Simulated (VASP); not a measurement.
Here is a VASP 6.6.1 calculation.

Contents of INCAR:

```
  ALGO = Normal
  EDIFF = 1E-6
  ENCUT = 500
  GGA = PE
  GGA_COMPAT = False
  ISIF = 2
  ISMEAR = -1
  LASPH = True
  LCHARG = False
  LREAL = False
  LWAVE = False
  NBANDS = 12
  NELM = 120
  PREC = Accurate
  SIGMA = 0.08
```

KPOINTS

```
k-points
0
Gamma
  17 17 17
```

File POSCAR:

```
Zn
1.0
    2.3347375317      0.0000000000      0.0000000000
    0.0000000000      2.3347375317      0.0000000000
    0.0000000000      0.0000000000      2.3347375317
Zn
1
Direct
    0.0000000000      0.0000000000      0.0000000000
```

Potentials or basis: VASP PAW PBE potentials, release 64 (Zn).

Run with:

```sh
$ cat potpaw_PBE.64/Zn/POTCAR > POTCAR
$ mpirun -np 1 vasp_std > vasp.out
```

Question: What does it give for the pressure?

Answer: 43.0 GPa.

Question: Predict the band gap on the k mesh.

Answer: Zero (bands 6 and 7 overlap by 8.65 eV).

Caveat: the cell stands under pressure.
